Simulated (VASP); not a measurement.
# In (Im-3m) in VASP: notebook, part 2 of 2

VASP 6.6.1. The steps go on from the part before.

## 3. Single point, r2SCAN

This run uses another cell than the first one, of 27.75 Å³/atom.

Input file POSCAR:

```
In
1.0
   -1.9072981498      1.9072981498      1.9072981498
    1.9072981498     -1.9072981498      1.9072981498
    1.9072981498      1.9072981498     -1.9072981498
In
1
Direct
    0.0000000000      0.0000000000      0.0000000000
```

Input file INCAR.step1:

```
SYSTEM = In
PREC = Accurate
ENCUT = 520
ISMEAR = -1
SIGMA = 0.05
LREAL = .FALSE.
LASPH = .TRUE.
NELM = 100
NBANDS = 12
GGA = PE
ALGO = Normal
EDIFF = 1E-4
LWAVE = .TRUE.
LCHARG = .FALSE.
```

Input file INCAR.step2:

```
SYSTEM = In
PREC = Accurate
ENCUT = 520
EDIFF = 1E-6
ISMEAR = -1
SIGMA = 0.05
LREAL = .FALSE.
LASPH = .TRUE.
NELM = 100
ALGO = Normal
ISIF = 2
LWAVE = .FALSE.
LCHARG = .FALSE.
METAGGA = R2SCAN
LMIXTAU = .TRUE.
NBANDS = 12
ISTART = 1
```

Input file KPOINTS:

```
regular mesh
0
G
  10 10 10
  0 0 0
```

Potentials or basis: VASP PAW PBE potentials, release 64 (In_d).

Launch:

```console
$ cat potpaw_PBE.64/In_d/POTCAR > POTCAR
$ cp INCAR.step1 INCAR
$ mpirun -np 1 vasp_std > vasp.out
$ cp INCAR.step2 INCAR
$ mpirun -np 1 vasp_std > vasp.out
```

OUTCAR:

```text
SYSTEM = In
   PREC = Accurate
   ENCUT = 520
   EDIFF = 1E-6
   ISMEAR = -1
   LREAL = .FALSE.
   LASPH = .TRUE.
   NELM = 100
   ISIF = 2
   METAGGA = R2SCAN
   ISTART = 1

 ion  position               nearest neighbor table
   1  0.000  0.000  0.000-

  LATTYP: Found a body centered cubic cell.
 ALAT       =     3.8145962996

  Lattice vectors:

 A1 = (  -1.9072981498,   1.9072981498,   1.9072981498)
 A2 = (   1.9072981498,  -1.9072981498,   1.9072981498)
 A3 = (   1.9072981498,   1.9072981498,  -1.9072981498)

Analysis of symmetry for initial positions (statically):
=====================================================================
 Subroutine PRICEL returns:
 Original cell was already a primitive cell.

 Routine SETGRP: Setting up the symmetry group for a
 body centered cubic supercell.

 Subroutine GETGRP returns: Found 48 space group operations
 (whereof 48 operations were pure point group operations)
 out of a pool of 48 trial point group operations.

The static configuration has the point symmetry O_h .

Analysis of symmetry for dynamics (positions and initial velocities):
=====================================================================
 Subroutine PRICEL returns:
 Original cell was already a primitive cell.

 Routine SETGRP: Setting up the symmetry group for a
 body centered cubic supercell.

 Subroutine GETGRP returns: Found 48 space group operations
 (whereof 48 operations were pure point group operations)
 out of a pool of 48 trial point group operations.

The dynamic configuration has the point symmetry O_h .

 Subroutine INISYM returns: Found 48 space group operations
 (whereof 48 operations are pure point group operations),
 and found     1 'primitive' translations

----------------------------------------------------------------------------------------

                                     Primitive cell

  volume of cell :      27.7534

  direct lattice vectors                    reciprocal lattice vectors
    -1.907298150  1.907298150  1.907298150     0.000000000  0.262150939  0.262150939
     1.907298150 -1.907298150  1.907298150     0.262150939  0.000000000  0.262150939
     1.907298150  1.907298150 -1.907298150     0.262150939  0.262150939  0.000000000

  length of vectors
     3.303537301  3.303537301  3.303537301     0.370737413  0.370737413  0.370737413

  position of ions in fractional coordinates (direct lattice)
     0.000000000  0.000000000  0.000000000

  ion indices of the primitive-cell ions
   primitive index   ion index
                 1           1

----------------------------------------------------------------------------------------

 KPOINTS: regular mesh

Automatic generation of k-mesh.
 Grid dimensions read from file:
 generate k-points for:   10   10   10

 Generating k-lattice:

  Cartesian coordinates                     Fractional coordinates (reciprocal lattice)
     0.000000000  0.026215094  0.026215094     0.100000000  0.000000000  0.000000000
     0.026215094  0.000000000  0.026215094     0.000000000  0.100000000  0.000000000
     0.026215094  0.026215094  0.000000000     0.000000000  0.000000000  0.100000000

  Length of vectors
     0.037073741  0.037073741  0.037073741

  Shift w.r.t. Gamma in fractional coordinates (k-lattice)
     0.000000000  0.000000000  0.000000000

 Subroutine IBZKPT returns following result:
 ===========================================

 Found     47 irreducible k-points:

 Following reciprocal coordinates:
            Coordinates               Weight
  0.000000  0.000000  0.000000      1.000000
  0.100000  0.000000  0.000000     12.000000
  0.200000  0.000000  0.000000     12.000000
  0.300000  0.000000  0.000000     12.000000
  0.400000  0.000000  0.000000     12.000000
  0.500000  0.000000  0.000000      6.000000
[... 16 lines left out ...]
  0.300000  0.300000  0.100000      8.000000
 -0.300000  0.300000  0.100000     24.000000
 [... further k-points ...]
   k-points           NKPTS =     47   k-points in BZ     NKDIM =     47   number of bands    NBANDS=     12
   number of dos      NEDOS =    301   number of ions     NIONS =      1
   total plane-waves  NPLWV =  21952
   dimension x,y,z NGX =    28 NGY =   28 NGZ =   28
   dimension x,y,z NGXF=    56 NGYF=   56 NGZF=   56
   ions per type =               1
   NGX,Y,Z   is equivalent  to a cutoff of  14.09, 14.09, 14.09 a.u.
   NGXF,Y,Z  is equivalent  to a cutoff of  28.18, 28.18, 28.18 a.u.
 SYSTEM =  In
   PREC   = accura    normal or accurate (medium, high low for compatibility)
   ISTART =      1    job   : 0-new  1-cont  2-samecut
   ICHARG =      0    charge: 1-file 2-atom 10-const
   ISPIN  =      1    spin polarized calculation?
   LNONCOLLINEAR =      F non collinear calculations
   LSORBIT =      F    spin-orbit coupling
   LASPH  =      T    aspherical Exc in radial PAW
   ENCUT  =  520.0 eV  38.22 Ry    6.18 a.u.   6.14  6.14  6.14*2*pi/ulx,y,z
   NELM   =    100;   NELMIN=  2; NELMDL=  0     # of ELM steps
   EDIFF  = 0.1E-05   stopping-criterion for ELM
   LREAL  =      F    real-space projection
   EDIFFG = 0.1E-04   stopping-criterion for IOM
   NSW    =      0    number of steps for IOM
   IBRION =     -1    ionic relax: 0-MD 1-quasi-New 2-CG
   NFREE  =      0    steps in history (QN), initial steepest desc. (CG)
   ISIF   =      2    stress and relaxation
   ISYM   =      2    0-nonsym 1-usesym 2-fastsym
   POTIM  = 0.5000    time-step for ionic-motion
   TEBEG  =    0.0;   TEEND  =   0.0 temperature during run
   PSTRESS=    0.0 pullay stress
   NELECT =      13.0000    total number of electrons
   NUPDOWN=      -1.0000    fix difference up-down
   EMIN   =  10.00;   EMAX   =-10.00  energy-range for DOS
   EFERMI =   0.00;   METHOD = LEGACY
   ISMEAR =    -1;   SIGMA  =   0.05  broadening in eV -4-tet -1-fermi 0-gaus
   EFERMI_NEDOS =   21; number of points for ismear=-14 and -15
   IALGO  =     38    algorithm
   IMIX   =      4    mixing-type and parameters
     AMIX     =   0.40;   BMIX     =  1.00
     AMIX_MAG =   1.60;   BMIX_MAG =  1.00
  volume/ion in A,a.u.               =      27.75       187.29
  Fermi-wavevector in a.u.,A,eV,Ry     =   1.271405  2.402608 21.993430  1.616472
  Thomas-Fermi vector in A             =   2.404340
   LORBIT       =      0    0 simple, 1 ext, 2 COOP (PROOUT), +10 PAW based schemes
   METAGGA = R2SCAN    functional components
   LHFCALC =     F    Hartree Fock is set to
   AEXX    =    0.0000 exact exchange contribution
   IVDW    =     0    specifies the selected vdW correction
   LEPSILON=     F    determine dielectric tensor
   LRPA    =     F    only Hartree local field effects (RPA)
 non-spin polarized calculation
  energy-cutoff  :      520.00
  volume of cell :       27.75
 maximum number of plane-waves:       767
 NGX is ok and might be reduce to    28
   NGX = 13   NGY = 13   NGZ = 13

 number of electron      13.0000004 magnetization

 Free energy of the ion-electron system (eV)
  ---------------------------------------------------
  ext. energy  EPLUGINS =         0.00000000
  ---------------------------------------------------
  free energy    TOTEN  =       -22.55315855 eV

  energy without entropy =      -22.54772138  energy(sigma->0) =      -22.55043997

 E-fermi :   6.7705     XC(G=0): -10.7593

 val. band max:        6.7515073484   @ k =   0.2000   0.2000   0.2000
 cond. band min:       6.7913785552   @ k =  -0.3000   0.5000   0.1000
 fundamental gap:      0.0398712068
 Fermi energy:         6.7704684558

 k-point     1 :       0.0000    0.0000    0.0000
  band No.  band energies     occupation
      1      -8.3846      2.00000
      2      -8.3846      2.00000
      3      -8.3846      2.00000
      4      -8.1286      2.00000
      5      -8.1286      2.00000
      6      -2.7748      2.00000
      7      17.9039      0.00000
      8      17.9039      0.00000
      9      17.9039      0.00000
     10      20.4325      0.00000
     11      20.4325      0.00000
     12      20.4325      0.00000
[... 331 lines left out ...]
 k-point    24 :      -0.3000    0.3000    0.1000
  band No.  band energies     occupation
      1      -8.4100      2.00000
      2      -8.3477      2.00000
      3      -8.1943      2.00000
      4      -8.1436      2.00000
      5      -8.1253      2.00000
      6      -0.4066      2.00000
      7       9.1267      0.00000
      8      12.9869      0.00000
      9      14.3143      0.00000
     10      18.0466      0.00000
     11      18.9099      0.00000
     12      19.9123      0.00000

 [... further k-points ...]

------------------------ aborting loop because EDIFF is reached ----------------------------------------

  FORCE on cell =-STRESS in cart. coord.  units (eV):
  Direction    XX          YY          ZZ          XY          YZ          ZX
  --------------------------------------------------------------------------------------
  -------------------------------------------------------------------------------------
  Total       -0.2555750     -0.2555750     -0.2555750      0.0000000      0.0000000      0.0000000
  in kB      -14.7541188    -14.7541188    -14.7541188      0.0000000      0.0000000      0.0000000
  external PRESSURE =     -14.7541188 kB  Pullay stress =       0.0000000 kB

 VOLUME and BASIS-vectors are now :
 -----------------------------------------------------------------------------
  energy-cutoff  :      520.00
  volume of cell :       27.75
      direct lattice vectors                 reciprocal lattice vectors
    -1.907298150  1.907298150  1.907298150     0.000000000  0.262150939  0.262150939
     1.907298150 -1.907298150  1.907298150     0.262150939  0.000000000  0.262150939
     1.907298150  1.907298150 -1.907298150     0.262150939  0.262150939  0.000000000

 POSITION                                       TOTAL-FORCE (eV/Angst)
 -----------------------------------------------------------------------------------
      0.00000      0.00000      0.00000        -0.000000     -0.000000     -0.000000
 -----------------------------------------------------------------------------------
    total drift:                                0.000000      0.000000      0.000000

  FREE ENERGIE OF THE ION-ELECTRON SYSTEM (eV)
  ---------------------------------------------------
  free  energy   TOTEN  =       -22.5531585457 eV

  energy  without entropy=      -22.5477213844  energy(sigma->0) =      -22.55043997
```

OUTCAR.step1:

```text
SYSTEM = In
   PREC = Accurate
   ENCUT = 520
   ISMEAR = -1
   LREAL = .FALSE.
   LASPH = .TRUE.
[... 577 lines left out ...]
 -----------------------------------------------------------------------------------
      0.00000      0.00000      0.00000         0.000000      0.000000     -0.000000
 -----------------------------------------------------------------------------------
    total drift:                               -0.000000     -0.000000      0.000000

  FREE ENERGIE OF THE ION-ELECTRON SYSTEM (eV)
  ---------------------------------------------------
  free  energy   TOTEN  =        -2.5572780025 eV

  energy  without entropy=       -2.5521165018  energy(sigma->0) =       -2.55469725
```

Run time: 2.1 min. Hardware: 1 thread of AMD EPYC 7R13, shared host; peak memory 0.14 GiB.

Results:

| Quantity | Value |
| --- | --- |
| Free energy | -22.5532 eV |
| Pressure | -1.5 GPa |
| Band gap on the k mesh | zero (an odd number of electrons rules out a gap without spin polarisation) |

Caveat: the PAW data sets were made with another functional, which shifts forces and pressure a little; spin-orbit coupling is left out, which moves the levels of the heavy elements.

## 4. Single point, HSE06, non-collinear spin, zero start, spin-orbit coupling

This run uses another cell than the first one, of 26.69 Å³/atom.

Input file POSCAR:

```
In
1.0
   -1.8825252400      1.8825252400      1.8825252400
    1.8825252400     -1.8825252400      1.8825252400
    1.8825252400      1.8825252400     -1.8825252400
In
1
Direct
    0.0000000000      0.0000000000      0.0000000000
```

Input file INCAR.step1:

```
SYSTEM = In
PREC = Accurate ; ENCUT = 520
EDIFF = 1E-5 ; ISMEAR = -1
SIGMA = 0.05 ; LREAL = .False.
LASPH = .True. ; NELM = 150
ALGO = Normal ; ISIF = 2
LWAVE = .True. ; LCHARG = .False.
MAGMOM = 0 0 0 ; LORBIT = 11
LSORBIT = .True. ; GGA_COMPAT = .False.
LORBMOM = .True. ; NBANDS = 24
GGA = PE
```

Input file INCAR.step2:

```
SYSTEM = In
PREC = Accurate ; ENCUT = 520
EDIFF = 1E-6 ; ISMEAR = -1
SIGMA = 0.05 ; LREAL = .False.
LASPH = .True. ; NELM = 150
ALGO = Normal ; ISIF = 2
LWAVE = .False. ; LCHARG = .False.
MAGMOM = 0 0 0 ; LORBIT = 11
LSORBIT = .True. ; GGA_COMPAT = .False.
LORBMOM = .True. ; GGA = PE
LHFCALC = .True. ; HFSCREEN = 0.2079
PRECFOCK = Normal ; NBANDS = 24
ISTART = 1
```

Input file KPOINTS:

```
regular mesh
0
Gamma
  4 4 4
  0 0 0
```

Launch:

```console
$ cat potpaw_PBE.64/In_d/POTCAR > POTCAR
$ cp INCAR.step1 INCAR
$ mpirun -np 1 vasp_ncl > vasp.out
$ cp INCAR.step2 INCAR
$ mpirun -np 1 vasp_ncl > vasp.out
```

Wall time 10 min (1 thread of Intel Xeon Platinum 8259CL at 2.50GHz (Skylake/Cascade Lake), shared host); peak memory 0.31 GiB.

It converged, with:

| Item | Value |
| --- | --- |
| Free energy | -2.7148 eV |
| Pressure | 0.6 GPa |
| Net moment | 0.00 μB per cell |
| Valence electrons inside the program's atomic spheres | In 11.39 |

Moments on the atoms (μB; x, y, z):
```
In  0.00 0.00 0.00
```

Caveat: the k points lie up to 0.59 Å⁻¹ apart; the PAW data sets were made with another functional, which shifts forces and pressure a little.

## 5. Relaxation of cell and atoms, PBE0

This run uses another cell than the first one, of 26.69 Å³/atom.

POSCAR is that of step 4.

Input file INCAR.step1:

```
SYSTEM = In
ALGO     = Normal         ! electronic algorithm
EDIFF    = 1E-5           ! SCF threshold, eV
ENCUT    = 600            ! plane-wave cutoff, eV
GGA      = PE             ! functional
ISMEAR   = -1             ! smearing method
LASPH    = .True.         ! aspherical terms in the spheres
LCHARG   = .False.        ! write CHGCAR
LREAL    = .False.        ! projectors in reciprocal space
LWAVE    = .True.         ! write WAVECAR
NBANDS   = 12             ! bands
NELM     = 80             ! most SCF steps
PREC     = Accurate       ! precision mode
SIGMA    = 0.05           ! smearing width, eV
```

Input file INCAR.step2:

```
SYSTEM = In
AEXX     = 0.25           ! exact-exchange fraction
ALGO     = Normal         ! electronic algorithm
EDIFF    = 1E-6           ! SCF threshold, eV
EDIFFG   = -0.01          ! ionic threshold
ENCUT    = 600            ! plane-wave cutoff, eV
GGA      = PE             ! functional
IBRION   = 2              ! ionic algorithm
ISIF     = 3              ! what is computed and relaxed
ISMEAR   = -1             ! smearing method
ISTART   = 1            
LASPH    = .True.         ! aspherical terms in the spheres
LCHARG   = .False.        ! write CHGCAR
LHFCALC  = .True.         ! exact exchange
LREAL    = .False.        ! projectors in reciprocal space
LWAVE    = .False.        ! write WAVECAR
NELM     = 80             ! most SCF steps
NSW      = 60             ! ionic steps
PREC     = Accurate       ! precision mode
PRECFOCK = Normal       
SIGMA    = 0.05           ! smearing width, eV
```

Input file KPOINTS:

```
k-points
0
Gamma
  5 5 5
  0 0 0
```

Launch:

```console
$ cat potpaw_PBE.64/In_d/POTCAR > POTCAR
$ cp INCAR.step1 INCAR
$ mpirun -np 1 vasp_std > vasp.out
$ cp INCAR.step2 INCAR
$ mpirun -np 1 vasp_std > vasp.out
```

It took 11 min on 1 thread of Intel Xeon Platinum 8259CL at 2.50GHz (Skylake/Cascade Lake), shared host; peak memory 0.18 GiB.

The run converged. Its results:

* Free energy: -3.1709 eV
* Relaxed volume: 26.63 Å³/atom
* Relaxed cell: a = 3.259 Å, b = 3.259 Å, c = 3.259 Å, α = 109.47°, β = 109.47°, γ = 109.47°
* Space group after relaxing (to 0.1 Å): Im-3m (No. 229)
* Energy gained by relaxing: 0.0 meV/atom
* Ionic steps: 3
* Pressure after relaxing: 0.0 GPa
* Band gap on the k mesh: zero (an odd number of electrons rules out a gap without spin polarisation)

Final structure:
```
CELL_PARAMETERS angstrom
-1.88132 1.88132 1.88132
1.88132 -1.88132 1.88132
1.88132 1.88132 -1.88132
ATOMIC_POSITIONS crystal
In 0.00000 0.00000 0.00000
```

Levels at points of the mesh, in eV from the Fermi level:
```csv
k point,band 2,band 3,band 4,band 5,band 6,band 7,band 8,band 9,band 10
"(0.00, 0.00, 0.00)",-17.26,-17.26,-16.99,-16.99,-11.23,12.25,12.25,12.25,13.99
```

Caveat: the k points lie up to 0.47 Å⁻¹ apart in the final cell, too coarse for converged energies and pressures of a metal; the PAW data sets were made with another functional, which shifts forces and pressure a little; spin-orbit coupling is left out, which moves the levels of the heavy elements.

## 6. Single point, r2SCAN0

This run uses another cell than the first one, of 26.69 Å³/atom.

POSCAR is that of step 5.

Input file INCAR.step1:

```
SYSTEM = In
PREC     = Accurate       ! precision mode
ENCUT    = 520            ! plane-wave cutoff, eV
EDIFF    = 1E-5           ! SCF threshold, eV
ISMEAR   = -1             ! smearing method
SIGMA    = 0.05           ! smearing width, eV
LREAL    = .False.        ! projectors in reciprocal space
LASPH    = .True.         ! aspherical terms in the spheres
NELM     = 100            ! most SCF steps
ALGO     = Normal         ! electronic algorithm
ISIF     = 2              ! what is computed and relaxed
LWAVE    = .True.         ! write WAVECAR
LCHARG   = .False.        ! write CHGCAR
GGA      = PE             ! functional
NBANDS   = 12             ! bands
```

Input file INCAR.step2:

```
SYSTEM = In
PREC     = Accurate       ! precision mode
ENCUT    = 520            ! plane-wave cutoff, eV
EDIFF    = 1E-7           ! SCF threshold, eV
ISMEAR   = -1             ! smearing method
SIGMA    = 0.05           ! smearing width, eV
LREAL    = .False.        ! projectors in reciprocal space
LASPH    = .True.         ! aspherical terms in the spheres
NELM     = 100            ! most SCF steps
ALGO     = Normal         ! electronic algorithm
ISIF     = 2              ! what is computed and relaxed
LWAVE    = .False.        ! write WAVECAR
LCHARG   = .False.        ! write CHGCAR
METAGGA  = R2SCAN         ! meta-GGA
LHFCALC  = .True.         ! exact exchange
AEXX     = 0.25           ! exact-exchange fraction
LMIXTAU  = .True.       
PRECFOCK = Normal       
ISTART   = 1            
NBANDS   = 12             ! bands
```

Input file KPOINTS:

```
regular mesh
0
Gamma
  6 6 6
  0 0 0
```

Potentials or basis: VASP PAW PBE potentials, release 64 (In_d).

Launch:

```console
$ cat potpaw_PBE.64/In_d/POTCAR > POTCAR
$ cp INCAR.step1 INCAR
$ mpirun -np 1 vasp_std > vasp.out
$ cp INCAR.step2 INCAR
$ mpirun -np 1 vasp_std > vasp.out
```

Run time: 28 min. Hardware: 1 thread of Oxide Virtual Turin-like, shared host; peak memory 0.13 GiB.

Results (log left out):

| Item | Value |
| --- | --- |
| Free energy | -18.3157 eV |
| Pressure | -1.6 GPa |
| Band gap on the k mesh | zero (an odd number of electrons rules out a gap without spin polarisation) |

Levels at points of the mesh, in eV from the Fermi level:
```
           k point  band 2  band 3  band 4  band 5  band 6  band 7  band 8  band 9  band 10  band 11
(0.00, 0.00, 0.00)  -17.64  -17.64  -17.35  -17.35  -11.57   12.72   12.72   12.72    14.58    14.58
(0.50, 0.00, 0.00)  -17.68  -17.37  -17.36  -17.18   -4.95   -4.22    7.03    8.60    11.23    11.49
(0.50, 0.50, 0.50)  -17.75  -17.22  -17.22  -17.22    1.64    1.64    1.64    1.70     6.01     6.01
```

Caveat: the k points lie up to 0.39 Å⁻¹ apart, too coarse for converged energies and pressures of a metal; the PAW data sets were made with another functional, which shifts forces and pressure a little; spin-orbit coupling is left out, which moves the levels of the heavy elements.

## 7. Overview

```tsv
task	level	spin	cell	k mesh	cutoff (eV)	grid for exact exchange (PRECFOCK)	share of exact exchange	screening parameter	gap on the mesh (eV)	pressure (GPa)
single point	PBE0	off	a = 3.239 Å, angles 109.5°, 1 atom	6 × 6 × 6	520	Normal	0.25	-	none	0.0
single point	r2SCAN	off	a = 3.304 Å, angles 109.5°, 1 atom	10 × 10 × 10	520	-	-	-	none	-1.5
single point	HSE06	non-collinear, zero start, SOC	a = 3.261 Å, angles 109.5°, 1 atom	4 × 4 × 4	520	Normal	0.25	0.2079 1/Å	-	0.6
relaxation of cell and atoms	PBE0	off	relaxed from a = 3.261 Å, angles 109.5°, 1 atom	5 × 5 × 5	600	Normal	0.25	-	none	0.0
single point	r2SCAN0	off	a = 3.261 Å, angles 109.5°, 1 atom	6 × 6 × 6	520	Normal	0.25	-	none	-1.6
```

Alike in all rows: potentials or basis VASP PAW PBE potentials, release 64 (In_d); smearing fermi-dirac 0.05 eV.

Caveats: some runs use coarse meshes; the PAW data sets were made with another functional, which shifts forces and pressure a little; spin-orbit coupling is left out, which moves the levels of the heavy elements (at least some runs).

Total energies depend on the potentials used, so only differences within one code and one set of settings carry meaning.
